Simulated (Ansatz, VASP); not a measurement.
## One calculation of TiC, two programs

The input INCAR:

```
SYSTEM = TiC
ALGO = Normal
EDIFF = 1E-7
ENCUT = 520
GGA = PS
ISIF = 2
ISMEAR = 0
LASPH = .True.
LCHARG = .False.
LREAL = .False.
LWAVE = .False.
NBANDS = 15
NELM = 100
PREC = Accurate
SIGMA = 0.15
```

The input KPOINTS:

```
k-points
0
Gamma
  24 24 24
  0 0 0
```

The input POSCAR:

```
TiC
1.0
    0.0000000000      2.1466854677      2.1466854677
    2.1466854677      0.0000000000      2.1466854677
    2.1466854677      2.1466854677      0.0000000000
Ti C
1 1
Direct
    0.0000000000      0.0000000000      0.0000000000
    0.6019012814      0.6019012814      0.3980987186
```

Input for Ansatz:

```yaml
crystal:
  lattice:
    - [0.0, 2.1466854677, 2.1466854677]
    - [2.1466854677, 0.0, 2.1466854677]
    - [2.1466854677, 2.1466854677, 0.0]
  atoms:
    - { symbol: Ti, position: [0.0, 0.0, 0.0] }
    - { symbol: C, position: [0.6019012814, 0.6019012814, 0.3980987186] }
basis:
  ecutwfc: 420
kpoints:
  mp_grid: { grid: [24, 24, 24] }
hamiltonian:
  xc: pbesol
scf:
  occupations: { method: gaussian, width: 0.15 }
output:
  forces: true
  stress: true
  eigenvalues: true
```

Change from the starting cell: all C atoms moved +0.438 Å, as atom 2 along Cartesian [0 0 1].

Alike in both runs: task single point; functional PBEsol; k mesh 24 × 24 × 24; occupations gaussian, width 0.15 eV; no spin polarisation.

|  | VASP | Ansatz |
| --- | --- | --- |
| version | VASP 6.6.1 | Ansatz 0.2.0 |
| potentials or method | VASP PAW PBE potentials, release 64 (Ti_sv, C), cutoff 520 eV | scalar-relativistic, plane waves, PAW |
| valence electrons in the cell | 16 | 16 |

Ansatz gave:

- gap on the k mesh at the Fermi level (eV): none
- rms of the force components (eV/Å): 4.157

Question: What did VASP give for the same quantities?

Answer: gap on the k mesh at the Fermi level (eV): none; rms of the force components (eV/Å): 4.202.

VASP's potentials were made for PBE, not for PBEsol. Atom by atom the forces differ by 0.045 eV/Å (rms over components). A gap of «none» marks a metal or a gap that the smearing closes.
